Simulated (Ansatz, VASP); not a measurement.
**Two plane-wave programs on Br**

```
Br
1.0
     4.91105    0.00000    0.00000
    -2.45552    4.25309    0.00000
     0.00000    0.00000    4.75454
Br
2
Direct
  0.66667 0.33333 0.00000
  0.33333 0.66667 0.00000
```

Alike in both runs: functional PBE; k mesh 12 × 12 × 12; occupations gaussian, width 0.1 eV; no spin polarisation.

Ansatz relaxed the structure, and its values are those at the end. VASP's run is a single point on that final structure, the one shown.

|  | VASP | Ansatz |
| --- | --- | --- |
| version | VASP 6.6.1 | Ansatz 0.2.0 |
| potentials or method | VASP PAW PBE potentials, release 64 (Br), cutoff 520 eV | scalar-relativistic, plane waves, PAW |
| valence electrons in the cell | 14 | 14 |

```tsv
	VASP	Ansatz	Ansatz less VASP
gap on the k mesh at the Fermi level (eV)	none	none	-
pressure (GPa)	0.0	0.0	+0.01
```

A gap of «none» marks a metal or a gap that the smearing closes. Ansatz's warnings: xc potential rough in thin density.
